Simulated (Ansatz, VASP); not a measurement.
**Al in VASP and in Ansatz**

```
Al
1.0
     2.86017    0.00000    0.00000
    -1.43008    2.47698    0.00000
     0.00000    0.00000    8.80731
Al
4
Direct
  0.00000 0.00000 0.00000
  0.33333 0.66667 0.25000
  0.00000 0.00000 0.50000
  0.66667 0.33333 0.75000
```

Alike in both runs: task single point; functional PBE; dispersion D3(BJ); k mesh 18 × 18 × 6; occupations gaussian, width 0.15 eV; no spin polarisation.

```csv
,VASP,Ansatz
version,VASP 6.6.1,Ansatz 0.2.0
potentials or method,"VASP PAW PBE potentials, release 64 (Al), cutoff 520 eV","scalar-relativistic, plane waves, PAW"
valence electrons in the cell,12,12
```

```tsv
	VASP	Ansatz	Ansatz less VASP
gap on the k mesh at the Fermi level (eV)	none	none	-
pressure (GPa)	1.8	1.8	+0.03
traceless stress, the component that is largest in VASP (GPa)	3.59	3.59	0.000
```

A gap of «none» marks a metal or a gap that the smearing closes.
